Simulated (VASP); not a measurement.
# Pd (P6_3/mmc) in VASP: further runs, part 2 of 2

VASP 6.6.1. Earlier steps stand in the parts before.

### 4 Single point, r2SCAN, collinear spin, ferromagnetic start (volume scaled by 1.04)

The input, POSCAR:

```
Pd
1.0
    2.7845956180      0.0000000000      0.0000000000
   -1.3922978090      2.4115305444      0.0000000000
    0.0000000000      0.0000000000      4.6590226241
Pd
2
Direct
    0.3333333333      0.6666666667      0.2500000000
    0.6666666667      0.3333333333      0.7500000000
```

The input, INCAR.step1:

```
SYSTEM = Pd
PREC     = Accurate       ! precision mode
ENCUT    = 520            ! plane-wave cutoff, eV
ISMEAR   = -1             ! smearing method
SIGMA    = 0.05           ! smearing width, eV
LREAL    = .FALSE.        ! projectors in reciprocal space
LASPH    = .TRUE.         ! aspherical terms in the spheres
NELM     = 150            ! most SCF steps
ISPIN    = 2              ! spin polarisation
MAGMOM   = 0.44 0.44      ! initial moments
LMAXMIX  = 4              ! l up to which the mixer works
NBANDS   = 21             ! bands
GGA      = PE             ! functional
ALGO     = Normal         ! electronic algorithm
EDIFF    = 1E-4           ! SCF threshold, eV
LWAVE    = .TRUE.         ! write WAVECAR
LCHARG   = .FALSE.        ! write CHGCAR
```

The input, INCAR.step2:

```
SYSTEM = Pd
PREC     = Accurate       ! precision mode
ENCUT    = 520            ! plane-wave cutoff, eV
EDIFF    = 1E-6           ! SCF threshold, eV
ISMEAR   = -1             ! smearing method
SIGMA    = 0.05           ! smearing width, eV
LREAL    = .FALSE.        ! projectors in reciprocal space
LASPH    = .TRUE.         ! aspherical terms in the spheres
NELM     = 150            ! most SCF steps
ALGO     = Normal         ! electronic algorithm
ISIF     = 2              ! what is computed and relaxed
LWAVE    = .FALSE.        ! write WAVECAR
LCHARG   = .TRUE.         ! write CHGCAR
ISPIN    = 2              ! spin polarisation
MAGMOM   = 0.44 0.44      ! initial moments
LORBIT   = 11             ! projections on sites
LMAXMIX  = 4              ! l up to which the mixer works
METAGGA  = R2SCAN         ! meta-GGA
LMIXTAU  = .TRUE.       
LELF     = .TRUE.         ! ELF
LVHAR    = .TRUE.       
NBANDS   = 21             ! bands
ISTART   = 1
```

The input, KPOINTS:

```
Automatic mesh
0
G
  15 15 8
  0 0 0
```

Potentials or basis: VASP PAW PBE potentials, release 64 (Pd).

Launch:

```sh
$ cat potpaw_PBE.64/Pd/POTCAR > POTCAR
$ cp INCAR.step1 INCAR
$ mpirun -np 1 vasp_std > vasp.out
$ cp INCAR.step2 INCAR
$ mpirun -np 1 vasp_std > vasp.out
```

OUTCAR:

```text
SYSTEM = Pd
   PREC = Accurate
   ENCUT = 520
   EDIFF = 1E-6
   ISMEAR = -1
   LREAL = .FALSE.
   LASPH = .TRUE.
   NELM = 150
   ISIF = 2
   ISPIN = 2
   LORBIT = 11
   METAGGA = R2SCAN
   ISTART = 1

 ion  position               nearest neighbor table
   1  0.333  0.667  0.250-   2 2.83   2 2.83   2 2.83   2 2.83   2 2.83   2 2.83
   2  0.667  0.333  0.750-   1 2.83   1 2.83   1 2.83   1 2.83   1 2.83   1 2.83

  LATTYP: Found a hexagonal cell.
 ALAT       =     2.7845956180
 C/A-ratio  =     1.6731415484

  Lattice vectors:

 A1 = (   2.7845956180,   0.0000000000,   0.0000000000)
[... 1370 lines left out ...]

 VOLUME and BASIS-vectors are now :
 -----------------------------------------------------------------------------
  energy-cutoff  :      520.00
  volume of cell :       31.29
      direct lattice vectors                 reciprocal lattice vectors
     2.784595618  0.000000000  0.000000000     0.359118571  0.207337204  0.000000000
    -1.392297809  2.411530544  0.000000000     0.000000000  0.414674408  0.000000000
     0.000000000  0.000000000  4.659022624     0.000000000  0.000000000  0.214637292

 POSITION                                       TOTAL-FORCE (eV/Angst)
 -----------------------------------------------------------------------------------
     -0.00000      1.60769      1.16476         0.000000     -0.000000      0.000000
      1.39230      0.80384      3.49427        -0.000000      0.000000      0.000000
 -----------------------------------------------------------------------------------
    total drift:                               -0.000000      0.000000     -0.000000

  FREE ENERGIE OF THE ION-ELECTRON SYSTEM (eV)
  ---------------------------------------------------
  free  energy   TOTEN  =       -45.8479388144 eV

  energy  without entropy=      -45.8244002083  energy(sigma->0) =      -45.83616951

 total charge

# of ion       s       p       d       tot
------------------------------------------
    1        0.483   0.404   8.482   9.369
    2        0.483   0.404   8.482   9.369
--------------------------------------------------
tot          0.966   0.809  16.964  18.739

 magnetization (x)

# of ion       s       p       d       tot
------------------------------------------
    1       -0.002  -0.015   0.439   0.422
    2       -0.002  -0.015   0.439   0.422
--------------------------------------------------
tot         -0.004  -0.030   0.878   0.844
```

OUTCAR.step1:

```text
SYSTEM = Pd
   PREC = Accurate
   ENCUT = 520
   ISMEAR = -1
   LREAL = .FALSE.
   LASPH = .TRUE.
[... 1398 lines left out ...]
     -0.00000      1.60769      1.16476         0.000000      0.000000      0.000000
      1.39230      0.80384      3.49427        -0.000000     -0.000000      0.000000
 -----------------------------------------------------------------------------------
    total drift:                               -0.000000      0.000000     -0.000000

  FREE ENERGIE OF THE ION-ELECTRON SYSTEM (eV)
  ---------------------------------------------------
  free  energy   TOTEN  =       -10.3934827966 eV

  energy  without entropy=      -10.3591995350  energy(sigma->0) =      -10.37634117
```

OSZICAR.step1:

```text
N       E                     dE             d eps       ncg     rms          rms(c)
DAV:   1     0.114887757642E+03    0.11489E+03   -0.97346E+03 11340   0.904E+02
DAV:   2    -0.811448042966E+01   -0.12300E+03   -0.11453E+03 12700   0.227E+02
DAV:   3    -0.108722294829E+02   -0.27577E+01   -0.27213E+01 13265   0.356E+01
DAV:   4    -0.108913088834E+02   -0.19079E-01   -0.19076E-01 13329   0.299E+00
DAV:   5    -0.108916160930E+02   -0.30721E-03   -0.30721E-03 13858   0.406E-01    0.944E+00
DAV:   6    -0.104137412713E+02    0.47787E+00   -0.85951E-01 13775   0.884E+00    0.465E+00
DAV:   7    -0.103986888757E+02    0.15052E-01   -0.91675E-03 13848   0.752E-01    0.243E+00
DAV:   8    -0.103934361172E+02    0.52528E-02   -0.13279E-03 13642   0.221E-01    0.573E-01
DAV:   9    -0.103934827966E+02   -0.46679E-04   -0.41635E-05 10768   0.426E-02
   1 F= -.10393483E+02 E0= -.10376341E+02  d E =-.342833E-01  mag=     0.6799
```

Run time: 8.9 min. Hardware: 1 thread of Intel Xeon Platinum 8259CL at 2.50GHz (Skylake/Cascade Lake), shared host; peak memory 0.26 GiB.

Results:

```
Free energy                                           : -45.8479 eV
Pressure                                              : -6.0 GPa
Net moment                                            : 0.83 μB per cell
Site moments                                          : Pd +0.42 μB
Valence electrons inside the program's atomic spheres : Pd 9.37
```

Caveat: the PAW data sets were made with another functional, which shifts forces and pressure a little.

### 5 Single point, r2SCAN, collinear spin, ferromagnetic start (volume scaled by 1.08)

The input, POSCAR:

```
Pd
1.0
    2.8198474060      0.0000000000      0.0000000000
   -1.4099237030      2.4420594884      0.0000000000
    0.0000000000      0.0000000000      4.7180038554
Pd
2
Direct
    0.3333333333      0.6666666667      0.2500000000
    0.6666666667      0.3333333333      0.7500000000
```

INCAR.step1: that of step 4 with these lines changed.

```diff
@@ -5,4 +5,4 @@
 SIGMA    = 0.05           ! smearing width, eV
-LREAL    = .FALSE.        ! projectors in reciprocal space
-LASPH    = .TRUE.         ! aspherical terms in the spheres
+LREAL    = .False.        ! projectors in reciprocal space
+LASPH    = .True.         ! aspherical terms in the spheres
 NELM     = 150            ! most SCF steps
@@ -15,3 +15,3 @@
 EDIFF    = 1E-4           ! SCF threshold, eV
-LWAVE    = .TRUE.         ! write WAVECAR
-LCHARG   = .FALSE.        ! write CHGCAR
+LWAVE    = .True.         ! write WAVECAR
+LCHARG   = .False.        ! write CHGCAR
```

The input, INCAR.step2:

```
SYSTEM = Pd
PREC     = Accurate       ! precision mode
ENCUT    = 520            ! plane-wave cutoff, eV
EDIFF    = 1E-7           ! SCF threshold, eV
ISMEAR   = -1             ! smearing method
SIGMA    = 0.05           ! smearing width, eV
LREAL    = .False.        ! projectors in reciprocal space
LASPH    = .True.         ! aspherical terms in the spheres
NELM     = 150            ! most SCF steps
ALGO     = Normal         ! electronic algorithm
ISIF     = 2              ! what is computed and relaxed
LWAVE    = .False.        ! write WAVECAR
LCHARG   = .True.         ! write CHGCAR
ISPIN    = 2              ! spin polarisation
MAGMOM   = 0.44 0.44      ! initial moments
LORBIT   = 11             ! projections on sites
LMAXMIX  = 4              ! l up to which the mixer works
METAGGA  = R2SCAN         ! meta-GGA
LMIXTAU  = .True.       
LELF     = .True.         ! ELF
LVHAR    = .True.       
NBANDS   = 21             ! bands
ISTART   = 1
```

The input, KPOINTS:

```
regular mesh
0
Gamma
  15 15 8
  0 0 0
```

Launch:

```sh
$ cat potpaw_PBE.64/Pd/POTCAR > POTCAR
$ cp INCAR.step1 INCAR
$ mpirun -np 1 vasp_std > vasp.out
$ cp INCAR.step2 INCAR
$ mpirun -np 1 vasp_std > vasp.out
```

Wall time 8.8 min (1 thread of Intel Xeon Platinum 8259CL at 2.50GHz (Skylake/Cascade Lake), shared host); peak memory 0.26 GiB.

Results (log left out):

```
Free energy                                           : -45.7839 eV
Pressure                                              : -11.0 GPa
Net moment                                            : 0.83 μB per cell
Site moments                                          : Pd +0.42 μB
Valence electrons inside the program's atomic spheres : Pd 9.30
```

Stress tensor (GPa, compression positive):
```
-11.05   0.00   0.00
  0.00 -11.05   0.00
  0.00   0.00 -10.84
```

Levels at points of the mesh, in eV from the Fermi level:
Spin up:
```tsv
k point	band 7	band 8	band 9	band 10	band 11	band 12	band 13	band 14
(0.00, 0.00, 0.00)	-2.43	-1.75	-1.75	-0.52	-0.52	1.26	6.36	17.82
(0.00, 0.00, 0.50)	-2.73	-2.73	-0.93	-0.93	-0.93	-0.93	13.72	13.72
```
Spin down:
| k point | band 7 | band 8 | band 9 | band 10 | band 11 | band 12 | band 13 | band 14 |
| --- | --- | --- | --- | --- | --- | --- | --- | --- |
| (0.00, 0.00, 0.00) | -1.98 | -1.40 | -1.40 | -0.14 | -0.14 | 1.19 | 6.65 | 17.78 |
| (0.00, 0.00, 0.50) | -2.33 | -2.33 | -0.55 | -0.55 | -0.55 | -0.55 | 13.82 | 13.82 |

Caveat: the PAW data sets were made with another functional, which shifts forces and pressure a little.

### 6 Single point, r2SCAN, collinear spin, ferromagnetic start (volume scaled by 1.12)

The input, POSCAR:

```
Pd
1.0
    2.8542391785      0.0000000000      0.0000000000
   -1.4271195893      2.4718436371      0.0000000000
    0.0000000000      0.0000000000      4.7755461589
Pd
2
Direct
    0.3333333333      0.6666666667      0.2500000000
    0.6666666667      0.3333333333      0.7500000000
```

The input, INCAR.step1:

```
PREC = Accurate
ENCUT = 520
ISMEAR = -1
SIGMA = 0.05
LREAL = False
LASPH = True
NELM = 150
ISPIN = 2
MAGMOM = 0.44 0.44
LMAXMIX = 4
NBANDS = 21
GGA = PE
ALGO = Normal
EDIFF = 1E-4
LWAVE = True
LCHARG = False
```

The input, INCAR.step2:

```
PREC = Accurate
ENCUT = 520
EDIFF = 1E-6
ISMEAR = -1
SIGMA = 0.05
LREAL = False
LASPH = True
NELM = 150
ALGO = Normal
ISIF = 2
LWAVE = False
LCHARG = False
ISPIN = 2
MAGMOM = 0.44 0.44
LORBIT = 11
LMAXMIX = 4
METAGGA = R2SCAN
LMIXTAU = True
NBANDS = 21
ISTART = 1
```

The input, KPOINTS:

```
regular mesh
0
Gamma
  15 15 8
```

Potentials or basis: VASP PAW PBE potentials, release 64 (Pd).

Launch:

```sh
$ cat potpaw_PBE.64/Pd/POTCAR > POTCAR
$ cp INCAR.step1 INCAR
$ mpirun -np 1 vasp_std > vasp.out
$ cp INCAR.step2 INCAR
$ mpirun -np 1 vasp_std > vasp.out
```

Wall time 6.6 min (1 thread of Intel Xeon Platinum 8259CL at 2.50GHz (Skylake/Cascade Lake), shared host); peak memory 0.27 GiB.

Results (log left out):

```yaml
Free_energy: -45.6869 eV
Pressure: -14.7 GPa
Net_moment: 0.83 μB per cell
Site_moments: Pd +0.43 μB
Valence_electrons_inside_the_program's_atomic_spheres: Pd 9.25
```

Stress tensor (GPa, compression positive):
```
-14.88   0.00   0.00
  0.00 -14.88   0.00
  0.00   0.00 -14.41
```

Levels at points of the mesh, in eV from the Fermi level:
Spin up:
| k point | band 8 | band 9 | band 10 | band 11 | band 12 | band 13 |
| --- | --- | --- | --- | --- | --- | --- |
| (0.00, 0.00, 0.00) | -1.67 | -1.67 | -0.51 | -0.51 | 1.35 | 6.10 |
| (0.00, 0.00, 0.50) | -2.58 | -0.90 | -0.90 | -0.90 | -0.90 | 13.41 |
Spin down:
```csv
k point,band 8,band 9,band 10,band 11,band 12,band 13
"(0.00, 0.00, 0.00)",-1.32,-1.32,-0.14,-0.14,1.27,6.39
"(0.00, 0.00, 0.50)",-2.20,-0.52,-0.52,-0.52,-0.52,13.51
```

Caveat: the PAW data sets were made with another functional, which shifts forces and pressure a little.

### 7 Summary

```tsv
cell	gap on the mesh (eV)	pressure (GPa)	moment (μB)
a = 2.711, b = 2.711, c = 4.536 Å, angles 90.0, 90.0, 120.0°, 2 atoms	none	9.0	0.82
a = 2.748, b = 2.748, c = 4.599 Å, angles 90.0, 90.0, 120.0°, 2 atoms	none	0.5	0.82
a = 2.785, b = 2.785, c = 4.659 Å, angles 90.0, 90.0, 120.0°, 2 atoms	none	-6.0	0.83
a = 2.820, b = 2.820, c = 4.718 Å, angles 90.0, 90.0, 120.0°, 2 atoms	none	-11.0	0.83
a = 2.854, b = 2.854, c = 4.776 Å, angles 90.0, 90.0, 120.0°, 2 atoms	none	-14.7	0.83
```

Alike in all rows: task single point; level r2SCAN; potentials or basis VASP PAW PBE potentials, release 64 (Pd); spin collinear, ferromagnetic start; k mesh 15 × 15 × 8; cutoff (eV) 520; smearing fermi-dirac 0.05 eV.

Caveats: the PAW data sets were made with another functional, which shifts forces and pressure a little.

Total energies depend on the potentials used, so only differences within one code and one set of settings carry meaning.
